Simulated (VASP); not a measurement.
# SnO (Romarchite) (P4/nmm) in VASP: notebook, part 3 of 3

VASP 6.6.1.

### Step 5. Relaxation of cell and atoms, LDA

This run uses another cell than the first one, of 17.46 Å³/atom, 1.061 times its volume.

Contents of INCAR:

```
SYSTEM = SnO
ALGO     = Normal         ! electronic algorithm
EDIFF    = 1E-6           ! SCF threshold, eV
EDIFFG   = -0.01          ! ionic threshold
ENCUT    = 600            ! plane-wave cutoff, eV
GGA      = CA             ! functional
IBRION   = 2              ! ionic algorithm
ISIF     = 3              ! what is computed and relaxed
ISMEAR   = -1             ! smearing method
LASPH    = .True.         ! aspherical terms in the spheres
LCHARG   = .False.        ! write CHGCAR
LREAL    = .False.        ! projectors in reciprocal space
LWAVE    = .False.        ! write WAVECAR
NELM     = 100            ! most SCF steps
NSW      = 80             ! ionic steps
PREC     = Accurate       ! precision mode
SIGMA    = 0.1            ! smearing width, eV
```

Contents of KPOINTS:

```
k-points
0
Gamma
  8 8 7
  0 0 0
```

Contents of POSCAR:

```
SnO
1.0
    3.7986000000      0.0000000000      0.0000000000
    0.0000000000      3.7986000000      0.0000000000
    0.0000000000      0.0000000000      4.8408000000
Sn O
2 2
Direct
    0.5000000000      0.0000000000      0.2369000000
    0.0000000000      0.5000000000      0.7631000000
    0.0000000000      0.0000000000      0.0000000000
    0.5000000000      0.5000000000      0.0000000000
```

Potentials or basis: VASP PAW LDA potentials, release 64 (Sn_d, O).

The run is started by

```
$ cat potpaw_LDA.64/Sn_d/POTCAR potpaw_LDA.64/O/POTCAR > POTCAR
$ mpirun -np 1 vasp_std > vasp.out
```

OUTCAR:

```text
SYSTEM = SnO
   EDIFF = 1E-6
   EDIFFG = -0.01
   ENCUT = 600
   GGA = CA
   IBRION = 2
   ISIF = 3
   ISMEAR = -1
   LASPH = .True.
   LREAL = .False.
   NELM = 100
   NSW = 80
   PREC = Accurate

 ion  position               nearest neighbor table
   1  0.500  0.000  0.237-   3 2.22   4 2.22   4 2.22   3 2.22   2 3.53   2 3.53   2 3.53   2 3.53
                             2 3.70   2 3.70   2 3.70   2 3.70
   2  0.000  0.500  0.763-   3 2.22   4 2.22   3 2.22   4 2.22   1 3.53   1 3.53   1 3.53   1 3.53
                             1 3.70   1 3.70   1 3.70   1 3.70
   3  0.000  0.000  0.000-   1 2.22   2 2.22   2 2.22   1 2.22
   4  0.500  0.500  0.000-   1 2.22   2 2.22   1 2.22   2 2.22

  LATTYP: Found a simple tetragonal cell.
 ALAT       =     3.7986000000
 C/A-ratio  =     1.2743642395

  Lattice vectors:

 A1 = (   3.7986000000,   0.0000000000,   0.0000000000)
 A2 = (   0.0000000000,   3.7986000000,   0.0000000000)
 A3 = (   0.0000000000,   0.0000000000,   4.8408000000)

Analysis of symmetry for initial positions (statically):
=====================================================================
 Subroutine PRICEL returns:
 Original cell was already a primitive cell.

 Routine SETGRP: Setting up the symmetry group for a
 simple tetragonal supercell.

 Subroutine GETGRP returns: Found 16 space group operations
 (whereof  8 operations were pure point group operations)
 out of a pool of 16 trial point group operations.

The static configuration has the point symmetry D_2d.
 The point group associated with its full space group is D_4h.

Analysis of symmetry for dynamics (positions and initial velocities):
=====================================================================
 Subroutine PRICEL returns:
 Original cell was already a primitive cell.

 Routine SETGRP: Setting up the symmetry group for a
 simple tetragonal supercell.

 Subroutine GETGRP returns: Found 16 space group operations
 (whereof  8 operations were pure point group operations)
 out of a pool of 16 trial point group operations.

The dynamic configuration has the point symmetry D_2d.
 The point group associated with its full space group is D_4h.

 Subroutine INISYM returns: Found 16 space group operations
 (whereof  8 operations are pure point group operations),
 and found     1 'primitive' translations

----------------------------------------------------------------------------------------

                                     Primitive cell

  volume of cell :      69.8497

  direct lattice vectors                    reciprocal lattice vectors
     3.798600000  0.000000000  0.000000000     0.263254883  0.000000000  0.000000000
     0.000000000  3.798600000  0.000000000     0.000000000  0.263254883  0.000000000
     0.000000000  0.000000000  4.840800000     0.000000000  0.000000000  0.206577425

  length of vectors
     3.798600000  3.798600000  4.840800000     0.263254883  0.263254883  0.206577425

  position of ions in fractional coordinates (direct lattice)
     0.500000000  0.000000000  0.236900000
     0.000000000  0.500000000  0.763100000
     0.000000000  0.000000000  0.000000000
     0.500000000  0.500000000  0.000000000

  ion indices of the primitive-cell ions
[... 63 lines left out ...]
   dimension x,y,z NGXF=    60 NGYF=   60 NGZF=   80
   ions per type =               2   2
   NGX,Y,Z   is equivalent  to a cutoff of  13.13, 13.13, 13.74 a.u.
   NGXF,Y,Z  is equivalent  to a cutoff of  26.26, 26.26, 27.47 a.u.
 SYSTEM =  SnO
   PREC   = accura    normal or accurate (medium, high low for compatibility)
   ISTART =      0    job   : 0-new  1-cont  2-samecut
   ICHARG =      2    charge: 1-file 2-atom 10-const
   ISPIN  =      1    spin polarized calculation?
   LNONCOLLINEAR =      F non collinear calculations
   LSORBIT =      F    spin-orbit coupling
   LASPH  =      T    aspherical Exc in radial PAW
   ENCUT  =  600.0 eV  44.10 Ry    6.64 a.u.   7.59  7.59  9.67*2*pi/ulx,y,z
   NELM   =    100;   NELMIN=  2; NELMDL= -5     # of ELM steps
   EDIFF  = 0.1E-05   stopping-criterion for ELM
   LREAL  =      F    real-space projection
   EDIFFG = -.1E-01   stopping-criterion for IOM
   NSW    =     80    number of steps for IOM
   IBRION =      2    ionic relax: 0-MD 1-quasi-New 2-CG
   NFREE  =      1    steps in history (QN), initial steepest desc. (CG)
   ISIF   =      3    stress and relaxation
   ISYM   =      2    0-nonsym 1-usesym 2-fastsym
   POTIM  = 0.5000    time-step for ionic-motion
   TEBEG  =    0.0;   TEEND  =   0.0 temperature during run
   PSTRESS=    0.0 pullay stress
   NELECT =      40.0000    total number of electrons
   NUPDOWN=      -1.0000    fix difference up-down
   EMIN   =  10.00;   EMAX   =-10.00  energy-range for DOS
   EFERMI =   0.00;   METHOD = LEGACY
   ISMEAR =    -1;   SIGMA  =   0.10  broadening in eV -4-tet -1-fermi 0-gaus
   EFERMI_NEDOS =   21; number of points for ismear=-14 and -15
   IALGO  =     38    algorithm
   IMIX   =      4    mixing-type and parameters
     AMIX     =   0.40;   BMIX     =  1.00
     AMIX_MAG =   1.60;   BMIX_MAG =  1.00
  volume/ion in A,a.u.               =      17.46       117.84
  Fermi-wavevector in a.u.,A,eV,Ry     =   1.359482  2.569048 25.146163  1.848191
  Thomas-Fermi vector in A             =   2.486226
   LORBIT       =      0    0 simple, 1 ext, 2 COOP (PROOUT), +10 PAW based schemes
   GGA     = CA    functional components
   LHFCALC =     F    Hartree Fock is set to
   AEXX    =    0.0000 exact exchange contribution
   IVDW    =     0    specifies the selected vdW correction
   LEPSILON=     F    determine dielectric tensor
   LRPA    =     F    only Hartree local field effects (RPA)
 conjugate gradient relaxation of ions
 non-spin polarized calculation
  energy-cutoff  :      600.00
  volume of cell :       69.85
 maximum number of plane-waves:      2351
   NGX = 15   NGY = 15   NGZ = 19

--------------------------------------- Ionic step        1  -------------------------------------------

 number of electron      40.0000023 magnetization

 Free energy of the ion-electron system (eV)
  ---------------------------------------------------
  ext. energy  EPLUGINS =         0.00000000
  ---------------------------------------------------
  free energy    TOTEN  =       -25.71835992 eV

  energy without entropy =      -25.71437273  energy(sigma->0) =      -25.71636633

------------------------ aborting loop because EDIFF is reached ----------------------------------------

  FORCE on cell =-STRESS in cart. coord.  units (eV):
  Direction    XX          YY          ZZ          XY          YZ          ZX
  --------------------------------------------------------------------------------------
  -------------------------------------------------------------------------------------
  Total       -0.9595996     -0.9595996     -0.8157695      0.0000000      0.0000000      0.0000000
  in kB      -22.0108278    -22.0108278    -18.7117238      0.0000000      0.0000000      0.0000000
  external PRESSURE =     -20.9111265 kB  Pullay stress =       0.0000000 kB
[... 95 lines left out ...]
  FREE ENERGIE OF THE ION-ELECTRON SYSTEM (eV)
  ---------------------------------------------------
  free  energy   TOTEN  =       -25.7280847804 eV

  energy  without entropy=      -25.7234819798  energy(sigma->0) =      -25.72578338

[... ionic steps 4 to 9 ...]

--------------------------------------- Ionic step       10  -------------------------------------------

 number of electron      40.0000003 magnetization

------------------------ aborting loop because EDIFF is reached ----------------------------------------
[... 71 lines left out ...]
--------------------------------------- Ionic step       12  -------------------------------------------

 number of electron      40.0000006 magnetization

 Free energy of the ion-electron system (eV)
  ---------------------------------------------------
  ext. energy  EPLUGINS =         0.00000000
  ---------------------------------------------------
  free energy    TOTEN  =       -25.74756013 eV

  energy without entropy =      -25.73991176  energy(sigma->0) =      -25.74373594

 E-fermi :   7.7845     XC(G=0): -11.0415

 val. band max:        7.7734740041   @ k =   0.5000   0.5000   0.1429
 cond. band min:       8.0695770081   @ k =   0.3750   0.3750   0.0000
 fundamental gap:      0.2961030040
 Fermi energy:         7.7844900530

 k-point     1 :       0.0000    0.0000    0.0000
  band No.  band energies     occupation
      1     -14.3290      2.00000
      2     -13.8691      2.00000
      3     -13.8691      2.00000
      4     -13.8480      2.00000
      5     -13.8068      2.00000
      6     -13.8007      2.00000
[... 637 lines left out ...]
     23      12.7360      0.00000
     24      12.7360      0.00000

 [... further k-points ...]
[... 5 lines left out ...]
  --------------------------------------------------------------------------------------
  -------------------------------------------------------------------------------------
  Total       -0.0091204     -0.0091204      0.0139423      0.0000000      0.0000000      0.0000000
  in kB       -0.2229739     -0.2229739      0.3408595      0.0000000      0.0000000      0.0000000
  external PRESSURE =      -0.0350294 kB  Pullay stress =       0.0000000 kB
[... 19 lines left out ...]
  FREE ENERGIE OF THE ION-ELECTRON SYSTEM (eV)
  ---------------------------------------------------
  free  energy   TOTEN  =       -25.7475601330 eV

  energy  without entropy=      -25.7399117569  energy(sigma->0) =      -25.74373594

 reached required accuracy - stopping structural energy minimisation
```

Run time: 7.8 min. Hardware: 1 thread of Intel Xeon Platinum 8559C (Emerald Rapids), shared host; peak memory 0.23 GiB.

Results:

| Quantity | Value |
| --- | --- |
| Free energy | -25.7476 eV |
| Relaxed volume | 16.38 Å³/atom |
| Relaxed cell | a = 3.765 Å, b = 3.765 Å, c = 4.624 Å, α = 90.00°, β = 90.00°, γ = 90.00° |
| Space group after relaxing (to 0.05 Å) | P4/nmm (No. 129) |
| Energy gained by relaxing | 7.3 meV/atom |
| Ionic steps | 12 |
| Pressure after relaxing | 0.0 GPa |
| Largest force after relaxing | 0.004 eV/Å |
| Band gap on the k mesh | zero (band 20 reaches 7.70 eV, above the bottom of band 21 at 7.42 eV) |

Forces on the atoms (eV/Å):
```
Sn   0.000  0.000 -0.004
Sn   0.000  0.000  0.004
O    0.000  0.000  0.000
O    0.000  0.000  0.000
```

Step by step:
```
step  energy change (eV)  largest force (eV/Å)  pressure (GPa)  volume (Å³)
   1              0.0000                0.0149           -2.09        69.85
   2             -0.0066                0.4845            1.24        67.57
   3             -0.0097                0.3102           -0.01        68.38
   4             -0.0167                0.1731           -0.02        67.76
   5             -0.0204                0.0520           -0.07        66.74
   6             -0.0255                0.0367            0.11        66.09
   7             -0.0282                0.0228            0.33        65.42
   8             -0.0284                0.0183            0.42        65.18
   9             -0.0284                0.1087           -0.60        65.80
  10             -0.0290                0.0656           -0.11        65.50
  11             -0.0291                0.0331            0.08        65.56
  12             -0.0292                0.0044            0.00        65.53
```

Final structure:
```cif
data_structure
_symmetry_space_group_name_H-M 'P 1'
_symmetry_Int_Tables_number 1
_cell_length_a 3.7647
_cell_length_b 3.7647
_cell_length_c 4.6239
_cell_angle_alpha 90.000
_cell_angle_beta 90.000
_cell_angle_gamma 90.000
_cell_volume 65.53
loop_
_atom_site_label
_atom_site_type_symbol
_atom_site_fract_x
_atom_site_fract_y
_atom_site_fract_z
_atom_site_occupancy
Sn1 Sn 0.50000 0.00000 0.24884 1
Sn2 Sn 0.00000 0.50000 0.75116 1
O1 O 0.00000 0.00000 0.00000 1
O2 O 0.50000 0.50000 0.00000 1
```

Levels at points of the mesh, in eV from the Fermi level:
| k point | band 16 | band 17 | band 18 | band 19 | band 20 | band 21 | band 22 | band 23 | band 24 |
| --- | --- | --- | --- | --- | --- | --- | --- | --- | --- |
| (0.00, 0.00, 0.00) | -6.67 | -3.73 | -3.40 | -3.40 | -0.08 | 2.25 | 4.36 | 4.36 | 4.68 |
| (0.50, 0.00, 0.00) | -5.33 | -5.17 | -5.17 | -3.05 | -3.05 | 3.31 | 3.31 | 5.73 | 5.73 |
| (0.50, 0.50, 0.00) | -5.45 | -2.71 | -2.71 | -2.05 | -2.05 | -0.37 | -0.37 | 4.35 | 4.35 |

Caveat: spin-orbit coupling is left out, which moves the levels of the heavy elements.

### Step 6. Summary

```tsv
task	level	potentials or basis	cell	cutoff (eV)	gap on the mesh (eV)	pressure (GPa)	largest force (eV/Å)
single point	LDA	VASP PAW LDA potentials, release 64 (Sn_d, O)	a = 3.763, b = 3.763, c = 4.651 Å, 4 atoms	520	none	0.5	0.14
single point	PBEsol	VASP PAW PBE potentials, release 64 (Sn_d, O)	a = 3.802, b = 3.802, c = 4.741 Å, 4 atoms	520	none	0.3	0.10
single point	PBE	VASP PAW PBE potentials, release 64 (Sn_d, O)	a = 3.868, b = 3.868, c = 5.058 Å, 4 atoms	520	0.50	0.2	0.09
relaxation of cell and atoms	LDA	VASP PAW LDA potentials, release 64 (Sn_d, O)	relaxed from a = 3.799, b = 3.799, c = 4.841 Å, 4 atoms	600	none	0.0	-
```

Alike in all rows: no spin polarisation; k mesh 8 × 8 × 7; smearing fermi-dirac 0.1 eV.

Caveats: spin-orbit coupling is left out, which moves the levels of the heavy elements; the PAW data sets were made with another functional, which shifts forces and pressure a little (some runs).

Absolute energies hang on the potentials; compare differences alone.
